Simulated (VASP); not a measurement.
# CoTeW (Pmmn) in VASP: single point with PBE

Aim: the single point of CoTeW with PBE.

Program: VASP 6.6.1. These are calculated values, not measurements. Logs are shortened: lines on timing, memory, paths and dates and some standing lists are left out, and cuts for length are marked.

### 1 The cell of the first run

It takes space group Pmmn (No. 59, orthorhombic). Conventional cell: a = 5.055 Å, b = 5.247 Å, c = 8.849 Å, α = 90.00°, β = 90.00°, γ = 90.00°. Within 4.1 Å of W (site symmetry mm2) lie 4 Co at 3.06 to 3.52 Å and 4 W at 3.75 Å and 1 Te at 4.10 Å. Te (site symmetry mm2) has 4 Co at 3.42 to 3.64 Å and 4 Te at 3.65 Å and 1 W at 4.10 Å within 4.5 Å. Co (site symmetry mm2) has 4 W at 3.06 to 3.52 Å and 4 Te at 3.42 to 3.64 Å within 4.0 Å.

### 2 Single point, PBE

INCAR reads:

```
SYSTEM = CoTeW
ALGO = Normal ; EDIFF = 1E-7
ENCUT = 520 ; GGA = PE
ISIF = 2 ; ISMEAR = 0
LASPH = .TRUE. ; LCHARG = .TRUE.
LELF = .TRUE. ; LREAL = .FALSE.
LVHAR = .TRUE. ; LWAVE = .FALSE.
NBANDS = 38 ; NELM = 100
PREC = Accurate ; SIGMA = 0.0442
```

KPOINTS reads:

```
k-points
0
G
  7 7 4
  0 0 0
```

POSCAR reads:

```
CoTeW
1.0
    5.2465680000      0.0000000000      0.0000000000
    0.0000000000      5.0552460000      0.0000000000
    0.0000000000      0.0000000000      8.8488810000
W Te Co
2 2 2
Direct
    0.0000000000      0.0000000000      0.5498000000
    0.5000000000      0.5000000000      0.4502000000
    0.0000000000      0.0000000000      0.0127000000
    0.5000000000      0.5000000000      0.9873000000
    0.0000000000      0.5000000000      0.2725000000
    0.5000000000      0.0000000000      0.7275000000
```

Potentials or basis: VASP PAW PBE potentials, release 64 (W_sv, Te, Co).

Launch:

```console
cat potpaw_PBE.64/W_sv/POTCAR potpaw_PBE.64/Te/POTCAR potpaw_PBE.64/Co/POTCAR > POTCAR
mpirun -np 1 vasp_std > vasp.out
```

OUTCAR:

```text
SYSTEM = CoTeW
   EDIFF = 1E-7
   ENCUT = 520
   GGA = PE
   ISIF = 2
   ISMEAR = 0
   LASPH = .TRUE.
   LREAL = .FALSE.
   NELM = 100
   PREC = Accurate

 ion  position               nearest neighbor table
   1  0.000  0.000  0.550-   6 3.06   6 3.06
   2  0.500  0.500  0.450-   5 3.06   5 3.06
   3  0.000  0.000  0.013-   4 3.65   4 3.65   4 3.65   4 3.65
   4  0.500  0.500  0.987-   3 3.65   3 3.65   3 3.65   3 3.65
   5  0.000  0.500  0.273-   2 3.06   2 3.06
   6  0.500  0.000  0.727-   1 3.06   1 3.06

  LATTYP: Found a simple orthorhombic cell.
 ALAT       =     5.0552460000
 B/A-ratio  =     1.0378462294
 C/A-ratio  =     1.7504352904

  Lattice vectors:

 A1 = (   0.0000000000,  -5.0552460000,   0.0000000000)
 A2 = (   5.2465680000,   0.0000000000,   0.0000000000)
 A3 = (   0.0000000000,   0.0000000000,   8.8488810000)

Analysis of symmetry for initial positions (statically):
=====================================================================
 Subroutine PRICEL returns:
 Original cell was already a primitive cell.

 Routine SETGRP: Setting up the symmetry group for a
 simple orthorhombic supercell.

 Subroutine GETGRP returns: Found  8 space group operations
 (whereof  4 operations were pure point group operations)
 out of a pool of  8 trial point group operations.

The static configuration has the point symmetry C_2v.
 The point group associated with its full space group is D_2h.

Analysis of symmetry for dynamics (positions and initial velocities):
=====================================================================
 Subroutine PRICEL returns:
 Original cell was already a primitive cell.

 Routine SETGRP: Setting up the symmetry group for a
 simple orthorhombic supercell.

 Subroutine GETGRP returns: Found  8 space group operations
 (whereof  4 operations were pure point group operations)
 out of a pool of  8 trial point group operations.

The dynamic configuration has the point symmetry C_2v.
 The point group associated with its full space group is D_2h.

 Subroutine INISYM returns: Found  8 space group operations
 (whereof  4 operations are pure point group operations),
 and found     1 'primitive' translations

[... 98 lines left out ...]
   LSORBIT =      F    spin-orbit coupling
   LASPH  =      T    aspherical Exc in radial PAW
   ENCUT  =  520.0 eV  38.22 Ry    6.18 a.u.   9.76  9.40 16.45*2*pi/ulx,y,z
   NELM   =    100;   NELMIN=  2; NELMDL= -5     # of ELM steps
   EDIFF  = 0.1E-06   stopping-criterion for ELM
   LREAL  =      F    real-space projection
   EDIFFG = 0.1E-05   stopping-criterion for IOM
   NSW    =      0    number of steps for IOM
   IBRION =     -1    ionic relax: 0-MD 1-quasi-New 2-CG
   NFREE  =      0    steps in history (QN), initial steepest desc. (CG)
   ISIF   =      2    stress and relaxation
   ISYM   =      2    0-nonsym 1-usesym 2-fastsym
   POTIM  = 0.5000    time-step for ionic-motion
   TEBEG  =    0.0;   TEEND  =   0.0 temperature during run
   PSTRESS=    0.0 pullay stress
   NELECT =      58.0000    total number of electrons
   NUPDOWN=      -1.0000    fix difference up-down
   EMIN   =  10.00;   EMAX   =-10.00  energy-range for DOS
   EFERMI =   0.00;   METHOD = LEGACY
   ISMEAR =     0;   SIGMA  =   0.04  broadening in eV -4-tet -1-fermi 0-gaus
   EFERMI_NEDOS =   21; number of points for ismear=-14 and -15
   IALGO  =     38    algorithm
   IMIX   =      4    mixing-type and parameters
     AMIX     =   0.40;   BMIX     =  1.00
     AMIX_MAG =   1.60;   BMIX_MAG =  1.00
  volume/ion in A,a.u.               =      39.12       263.97
  Fermi-wavevector in a.u.,A,eV,Ry     =   1.027343  1.941397 14.360049  1.055434
  Thomas-Fermi vector in A             =   2.161283
   LORBIT       =      0    0 simple, 1 ext, 2 COOP (PROOUT), +10 PAW based schemes
   GGA     = PE    functional components
   LHFCALC =     F    Hartree Fock is set to
   AEXX    =    0.0000 exact exchange contribution
   IVDW    =     0    specifies the selected vdW correction
   LEPSILON=     F    determine dielectric tensor
   LRPA    =     F    only Hartree local field effects (RPA)
 non-spin polarized calculation
 Gauss-broadening in eV      SIGMA  =   0.04
  energy-cutoff  :      520.00
  volume of cell :      234.70
 maximum number of plane-waves:      6349
 NGX is ok and might be reduce to    40
   NGX = 19   NGY = 19   NGZ = 33

 number of electron      57.9999990 magnetization

 Free energy of the ion-electron system (eV)
  ---------------------------------------------------
  ext. energy  EPLUGINS =         0.00000000
  ---------------------------------------------------
  free energy    TOTEN  =       -27.36378924 eV

  energy without entropy =      -27.34864204  energy(sigma->0) =      -27.35621564

 E-fermi :   1.9691     XC(G=0):  -8.2551

 val. band max:        1.9676062345   @ k =   0.2857   0.1429   0.5000
 cond. band min:       1.9699444162   @ k =   0.1429   0.4286   0.0000
 fundamental gap:      0.0023381817
 Fermi energy:         1.9690531728

 k-point     1 :       0.0000    0.0000    0.0000
  band No.  band energies     occupation
      1     -72.9291      2.00000
      2     -72.9281      2.00000
      3     -37.0172      2.00000
      4     -37.0162      2.00000
      5     -37.0106      2.00000
      6     -36.9899      2.00000
[... 973 lines left out ...]
     37       2.6553      0.00000
     38       2.8084      0.00000

 [... further k-points ...]

------------------------ aborting loop because EDIFF is reached ----------------------------------------

  FORCE on cell =-STRESS in cart. coord.  units (eV):
  Direction    XX          YY          ZZ          XY          YZ          ZX
  --------------------------------------------------------------------------------------
  -------------------------------------------------------------------------------------
  Total      -32.0912399    -22.3946774    -24.4062814      0.0000000      0.0000000      0.0000000
  in kB     -219.0741447   -152.8795646   -166.6119859      0.0000000      0.0000000      0.0000000
  external PRESSURE =    -179.5218984 kB  Pullay stress =       0.0000000 kB

 VOLUME and BASIS-vectors are now :
 -----------------------------------------------------------------------------
  energy-cutoff  :      520.00
  volume of cell :      234.70
      direct lattice vectors                 reciprocal lattice vectors
     5.246568000  0.000000000  0.000000000     0.190600789  0.000000000  0.000000000
     0.000000000  5.055246000  0.000000000     0.000000000  0.197814310  0.000000000
     0.000000000  0.000000000  8.848881000     0.000000000  0.000000000  0.113008639

 POSITION                                       TOTAL-FORCE (eV/Angst)
 -----------------------------------------------------------------------------------
      0.00000      0.00000      4.86511         0.000000      0.000000     -0.412649
      2.62328      2.52762      3.98377         0.000000      0.000000      0.412649
      0.00000      0.00000      0.11238         0.000000      0.000000     -0.108929
      2.62328      2.52762      8.73650         0.000000      0.000000      0.108929
      0.00000      2.52762      2.41132         0.000000      0.000000      1.512181
      2.62328      0.00000      6.43756         0.000000      0.000000     -1.512181
 -----------------------------------------------------------------------------------
    total drift:                               -0.000000      0.000000      0.000000

  FREE ENERGIE OF THE ION-ELECTRON SYSTEM (eV)
  ---------------------------------------------------
  free  energy   TOTEN  =       -27.3637892409 eV

  energy  without entropy=      -27.3486420354  energy(sigma->0) =      -27.35621564
```

Wall time 8.3 min (1 thread of Intel Xeon Platinum 8488C (Sapphire Rapids), shared host); peak memory 0.58 GiB.

What came out:

| Item | Value |
| --- | --- |
| Free energy | -27.3638 eV |
| Pressure | -18.0 GPa |
| Largest force | 1.512 eV/Å |
| Band gap on the k mesh | zero (bands 29 and 30 overlap by 0.34 eV) |

Forces in eV/Å, atoms in the order of the input:
```
W    0.000  0.000 -0.413
W    0.000  0.000  0.413
Te   0.000  0.000 -0.109
Te   0.000  0.000  0.109
Co   0.000  0.000  1.512
Co   0.000  0.000 -1.512
```

Stress tensor (GPa, compression positive):
```
-21.91   0.00   0.00
  0.00 -15.29   0.00
  0.00   0.00 -16.66
```

Caveat: the stress differs along the axes, from -22 to -15 GPa; spin-orbit coupling is left out, which moves the levels of the heavy elements; the run has no spin polarisation, though such a crystal can be magnetic; forces of over 1 eV/Å act on the atoms, so gaps and moduli don't describe the material at rest. Spin polarisation is off, so any magnetic state and its effect on volume and gap are missing.
